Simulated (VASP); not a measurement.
# Si2W (P6_222) in VASP: notebook, part 2 of 2

VASP 6.6.1. Earlier steps stand in the parts before.

## (3) Single point, PBE

This run uses another cell than the first one, of the same volume but with other edges.

Contents of INCAR:

```
SYSTEM = Si2W
ALGO     = Normal         ! electronic algorithm
EDIFF    = 1E-6           ! SCF threshold, eV
ENCUT    = 520            ! plane-wave cutoff, eV
GGA      = PE             ! functional
ISIF     = 2              ! what is computed and relaxed
ISMEAR   = 0              ! smearing method
LASPH    = .TRUE.         ! aspherical terms in the spheres
LCHARG   = .FALSE.        ! write CHGCAR
LREAL    = .FALSE.        ! projectors in reciprocal space
LWAVE    = .FALSE.        ! write WAVECAR
NBANDS   = 43             ! bands
NELM     = 60             ! most SCF steps
PREC     = Accurate       ! precision mode
SIGMA    = 0.03           ! smearing width, eV
```

Contents of KPOINTS:

```
k-points
0
G
  9 9 6
  0 0 0
```

Contents of POSCAR:

```
Si2W
1.0
    4.5199185558      0.0000000000      0.0000000000
   -2.2599592779      3.9143642923      0.0000000000
    0.0000000000      0.0000000000      6.9276791704
Si W
6 3
Direct
    0.8488551621      0.6977103243      0.5000000000
    0.1511448379      0.8488551621      0.8333333333
    0.6977103243      0.8488551621      0.1666666667
    0.1511448379      0.3022896757      0.5000000000
    0.8488551621      0.1511448379      0.8333333333
    0.3022896757      0.1511448379      0.1666666667
    0.0000000000      0.5000000000      0.1666666667
    0.5000000000      0.5000000000      0.8333333333
    0.5000000000      0.0000000000      0.5000000000
```

Potentials or basis: VASP PAW PBE potentials, release 64 (Si, W_sv).

The run is started by

```sh
> cat potpaw_PBE.64/Si/POTCAR potpaw_PBE.64/W_sv/POTCAR > POTCAR
> mpirun -np 1 vasp_std > vasp.out
```

OUTCAR:

```text
SYSTEM = Si2W
   EDIFF = 1E-6
   ENCUT = 520
   GGA = PE
   ISIF = 2
   ISMEAR = 0
   LASPH = .TRUE.
   LREAL = .FALSE.
   NELM = 60
   PREC = Accurate

 ion  position               nearest neighbor table
   1  0.849  0.698  0.500-   4 2.37   9 2.55   9 2.55   3 2.59   2 2.59   8 2.68   7 2.68   9 2.73
                             4 2.74   4 2.74   6 3.09   5 3.09
   2  0.151  0.849  0.833-   5 2.37   8 2.55   8 2.55   1 2.59   6 2.59   9 2.68   7 2.68   8 2.73
                             5 2.74   5 2.74   4 3.09   3 3.09
   3  0.698  0.849  0.167-   6 2.37   7 2.55   7 2.55   1 2.59   5 2.59   9 2.68   8 2.68   7 2.73
                             6 2.74   6 2.74   4 3.09   2 3.09
[... 1335 lines left out ...]
  external PRESSURE =      21.7157007 kB  Pullay stress =       0.0000000 kB

 VOLUME and BASIS-vectors are now :
 -----------------------------------------------------------------------------
  energy-cutoff  :      520.00
  volume of cell :      122.57
      direct lattice vectors                 reciprocal lattice vectors
     4.519918556  0.000000000  0.000000000     0.221242925  0.127734662  0.000000000
    -2.259959278  3.914364292  0.000000000     0.000000000  0.255469324  0.000000000
     0.000000000  0.000000000  6.927679170     0.000000000  0.000000000  0.144348486

 POSITION                                       TOTAL-FORCE (eV/Angst)
 -----------------------------------------------------------------------------------
      2.25996      2.73109      3.46384         0.000000     -2.190564     -0.000000
     -1.23522      3.32273      5.77307         1.897084     -1.095282     -0.000000
      1.23522      3.32273      1.15461        -1.897084     -1.095282     -0.000000
      0.00000      1.18327      3.46384         0.000000      2.190564     -0.000000
      3.49518      0.59164      5.77307        -1.897084      1.095282     -0.000000
      1.02474      0.59164      1.15461         1.897084      1.095282      0.000000
     -1.12998      1.95718      1.15461         0.000000      0.000000      0.000000
      1.12998      1.95718      5.77307         0.000000     -0.000000     -0.000000
      2.25996      0.00000      3.46384         0.000000      0.000000     -0.000000
 -----------------------------------------------------------------------------------
    total drift:                                0.000000     -0.000000     -0.000000

  FREE ENERGIE OF THE ION-ELECTRON SYSTEM (eV)
  ---------------------------------------------------
  free  energy   TOTEN  =       -72.9559007441 eV

  energy  without entropy=      -72.9553543817  energy(sigma->0) =      -72.95562756
```

OSZICAR:

```text
N       E                     dE             d eps       ncg     rms          rms(c)
DAV:   1     0.631112509670E+03    0.63111E+03   -0.35111E+04  4240   0.156E+03
DAV:   2    -0.368264903437E+02   -0.66794E+03   -0.64529E+03  4440   0.444E+02
DAV:   3    -0.747391126783E+02   -0.37913E+02   -0.36634E+02  5221   0.978E+01
DAV:   4    -0.756467903059E+02   -0.90768E+00   -0.89818E+00  5008   0.141E+01
DAV:   5    -0.756643576858E+02   -0.17567E-01   -0.17528E-01  5176   0.213E+00    0.424E+01
DAV:   6    -0.732700579643E+02    0.23943E+01   -0.12818E+01  4926   0.173E+01    0.145E+01
DAV:   7    -0.730284267978E+02    0.24163E+00   -0.12883E+00  4850   0.456E+00    0.755E+00
DAV:   8    -0.729572611802E+02    0.71166E-01   -0.15571E-01  4952   0.224E+00    0.607E-01
DAV:   9    -0.729563506856E+02    0.91049E-03   -0.14544E-02  5493   0.484E-01    0.405E-01
DAV:  10    -0.729560062384E+02    0.34445E-03   -0.24484E-03  4960   0.314E-01    0.121E-01
DAV:  11    -0.729559039644E+02    0.10227E-03   -0.42558E-04  4944   0.124E-01    0.283E-02
DAV:  12    -0.729559027908E+02    0.11736E-05   -0.14115E-05  4572   0.184E-02    0.139E-02
DAV:  13    -0.729559008672E+02    0.19237E-05   -0.66100E-07  2864   0.495E-03    0.599E-03
DAV:  14    -0.729559007441E+02    0.12303E-06   -0.14528E-07  2570   0.263E-03
   1 F= -.72955901E+02 E0= -.72955628E+02  d E =-.546362E-03
```

stdout:

```text
POSCAR found type information on POSCAR SiW
 POSCAR found :  2 types and       9 ions
 scaLAPACK will be used
 LDA part: xc-table for (Slater+PW92), standard interpolation
 POSCAR, INCAR and KPOINTS ok, starting setup
 FFT: planning ... GRIDC
 FFT: planning ... GRID_SOFT
 FFT: planning ... GRID
 WAVECAR not read
 entering main loop
```

Run time: 5.4 min. Hardware: 1 thread of Intel Xeon 8259CL, shared host; peak memory 0.36 GiB.

Results:

| Property | Result |
| --- | --- |
| Free energy | -72.9559 eV |
| Pressure | 2.2 GPa |
| Largest force | 2.191 eV/Å |

Forces in eV/Å, atoms in the order of the input:
```
Si   0.000 -2.191  0.000
Si   1.897 -1.095  0.000
Si  -1.897 -1.095  0.000
Si   0.000  2.191  0.000
Si  -1.897  1.095  0.000
Si   1.897  1.095  0.000
W    0.000  0.000  0.000
W    0.000  0.000  0.000
W    0.000  0.000  0.000
```

Caveat: forces of over 1 eV/Å act on the atoms, so gaps and moduli don't describe the material at rest.
